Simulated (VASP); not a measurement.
Here is a VASP 6.6.1 calculation.

POSCAR

```
Rh
1.0
    0.0000000000      1.9300732500      1.8730267500
    1.9300732500      0.0000000000      1.8730267500
    1.9300732500      1.9300732500      0.0000000000
Rh
1
Direct
    0.0000000000      0.0000000000      0.0000000000
```

File INCAR.step1:

```
ALGO = Normal
EDIFF = 1E-5
ENCUT = 680
GGA = PE
GGA_COMPAT = False
ISMEAR = 0
LASPH = True
LCHARG = False
LREAL = False
LWAVE = True
NBANDS = 14
NELM = 120
PREC = Accurate
SIGMA = 0.15
```

The input INCAR.step2:

```
ALGO = Normal
EDIFF = 1E-6
ENCUT = 680
GGA_COMPAT = False
ISIF = 2
ISMEAR = 0
ISTART = 1
LASPH = True
LCHARG = False
LMIXTAU = True
LREAL = False
LWAVE = False
METAGGA = R2SCAN
NBANDS = 14
NELM = 120
PREC = Accurate
SIGMA = 0.15
```

File KPOINTS:

```
k-points
0
Gamma
  8 8 8
```

Potentials or basis: VASP PAW PBE potentials, release 64 (Rh_sv_GW).

Launch:

```sh
$ cat potpaw_PBE.64/Rh_sv_GW/POTCAR > POTCAR
$ cp INCAR.step1 INCAR
$ mpirun -np 1 vasp_std > vasp.out
$ cp INCAR.step2 INCAR
$ mpirun -np 1 vasp_std > vasp.out
```

(1) Estimate the pressure.

(2) Predict the band gap on the k mesh.

Answers

(1) -3.6 GPa.

(2) zero (an odd number of electrons rules out a gap without spin polarisation).

Caveat: the cell differs from its parent crystal (strain +0.015 along x and y, -0.015 along z); the stress differs along the axes, from -6 to 1 GPa; the PAW data sets were made with another functional, which shifts forces and pressure a little.
